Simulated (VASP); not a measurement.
Wanted: the native input for a VASP 6.6.1 run.

```yaml
Task: relaxation of cell and atoms
Functional: LDA
Potentials_or_basis: VASP PAW LDA potentials, release 64 (W_sv, C)
Cutoff: 600 eV
k_mesh: 18 × 18 × 14
Occupations: fermi-dirac, width 0.15 eV
Spin: no spin polarisation
Dipole_correction: no
Further_INCAR_settings: ALGO = Normal; EDIFF = 1e-06; IBRION = 2; EDIFFG = -0.001; NSW = 80; ISIF = 3
```

The structure of WC lies in POSCAR:

```
WC
1.0
    2.8838914124      0.0000000000      0.0000000000
   -1.4419457062      2.4975232249      0.0000000000
    0.0000000000      0.0000000000      2.8129131491
W C
1 1
Direct
    0.0000000000      0.0000000000      0.0000000000
    0.6666666667      0.3333333333      0.5000000000
```

The input as run:

INCAR

```
SYSTEM = WC
PREC     = Accurate       ! precision mode
ENCUT    = 600            ! plane-wave cutoff, eV
EDIFF    = 1E-6           ! SCF threshold, eV
ISMEAR   = -1             ! smearing method
SIGMA    = 0.15           ! smearing width, eV
LREAL    = .False.        ! projectors in reciprocal space
LASPH    = .True.         ! aspherical terms in the spheres
NELM     = 100            ! most SCF steps
ALGO     = Normal         ! electronic algorithm
ISIF     = 3              ! what is computed and relaxed
LWAVE    = .False.        ! write WAVECAR
LCHARG   = .False.        ! write CHGCAR
IBRION   = 2              ! ionic algorithm
NSW      = 80             ! ionic steps
EDIFFG   = -0.001         ! ionic threshold
```

KPOINTS

```
Automatic mesh
0
Gamma
  18 18 14
  0 0 0
```

Potentials or basis: VASP PAW LDA potentials, release 64 (W_sv, C).

Launch:

```console
$ cat potpaw_LDA.64/W_sv/POTCAR potpaw_LDA.64/C/POTCAR > POTCAR
$ mpirun -np 1 vasp_std > vasp.out
```

It gave:

The relaxed volume is 10.19 Å³/atom and the relaxed cell is a = 2.890 Å, b = 2.890 Å, c = 2.817 Å, α = 90.00°, β = 90.00°, γ = 120.00°. The space group after relaxing (to 0.1 Å) is P-6m2 (No. 187), the energy gained by relaxing is 0.5 meV/atom and the ionic steps are 16. The pressure after relaxing is 0.0 GPa. The band gap on the k mesh is zero (bands 9 and 10 overlap by 1.25 eV).

Caveat: spin-orbit coupling is left out, which moves the levels of the heavy elements.

It took 7.3 min on 1 thread of Intel Xeon 8259CL, on a shared host, peak memory 0.24 GiB.
